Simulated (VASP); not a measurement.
SiC (Moissanite):

```
Si C
1.0
     3.07600    0.00000    0.00000
    -1.53800    2.66389    0.00000
     0.00000    0.00000    5.04800
Si C
2 2
Direct
  0.66667 0.33333 0.50000
  0.33333 0.66667 0.00000
  0.66667 0.33333 0.88500
  0.33333 0.66667 0.38500
```

| Quantity | Value |
| --- | --- |
| Program | VASP 6.6.1 |
| Task | relaxation of cell and atoms |
| Functional | RPBE |
| Dispersion | D4 |
| Potentials or basis | VASP PAW PBE potentials, release 64 (Si, C) |
| Cutoff | 600 eV |
| k mesh | 10 × 10 × 5 |
| Occupations | fermi-dirac, width 0.05 eV |
| Spin | no spin polarisation |

At the start: pressure -3.6 GPa; volume 10.34 Å³/atom.

Question: How do energy, volume and symmetry change on relaxing?

Answer: Over 9 steps the energy falls by 11.3 meV/atom and the volume is 10.15 Å³/atom (-1.8 %); space group P6_3mc (No. 186, to 0.05 Å).

The path:
```tsv
step	energy change (eV)	largest force (eV/Å)	pressure (GPa)	volume (Å³)
1	0.0000	0.7394	-3.62	41.36
2	-0.0075	0.6853	3.87	39.98
3	-0.0423	0.0774	0.02	40.60
4	-0.0423	0.0614	0.11	40.59
5	-0.0451	0.0025	0.34	40.55
6	-0.0452	0.0081	0.30	40.56
7	-0.0452	0.0070	0.30	40.56
8	-0.0452	0.0098	-0.24	40.65
9	-0.0453	0.0012	0.03	40.60
```

Final structure:
```
Si C
1.0
     3.05661    0.00000    0.00000
    -1.52830    2.64710    0.00000
     0.00000    0.00000    5.01832
Si C
2 2
Direct
  0.66667 0.33333 0.50470
  0.33333 0.66667 0.00470
  0.66667 0.33333 0.88030
  0.33333 0.66667 0.38030
```

Caveat: the PAW data sets were made with another functional, which shifts forces and pressure a little.
